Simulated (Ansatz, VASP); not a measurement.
# One calculation of LiF, two programs

```xyz
2
Lattice="2.5595 0.0000 0.0000 0.0000 2.5595 0.0000 0.0000 0.0000 2.5595" Properties=species:S:1:pos:R:3 pbc="T T T"
Li    0.0000    0.0000    0.0000
F     1.2581    1.2581    1.2581
```

Change from the starting cell: all F atoms moved +0.037 Å, as atom 2 towards its neighbour atom 1 (Li) at 2.217 Å.

Alike in both runs: task single point; functional PBE; k mesh 10 × 10 × 10; occupations gaussian, width 0.05 eV; no spin polarisation.

|  | VASP | Ansatz |
| --- | --- | --- |
| version | VASP 6.6.1 | Ansatz 0.2.0 |
| potentials or method | VASP PAW PBE potentials, release 64 (Li_sv, F), cutoff 520 eV | scalar-relativistic, plane waves, PAW |
| valence electrons in the cell | 10 | 10 |

VASP gave:

```
gap on the k mesh at the Fermi level (eV) : 7.51
least direct gap on the mesh (eV)         : 8.18
rms of the force components (eV/Å)        : 0.008
```

Task: Estimate Ansatz's values.

Result: gap on the k mesh at the Fermi level (eV): 7.50; least direct gap on the mesh (eV): 8.17; rms of the force components (eV/Å): 0.008.

Atom by atom the forces differ by 0.000 eV/Å (rms over components).

Noted on VASP's run: the cutoff is short for stress, so the pressure is rough.
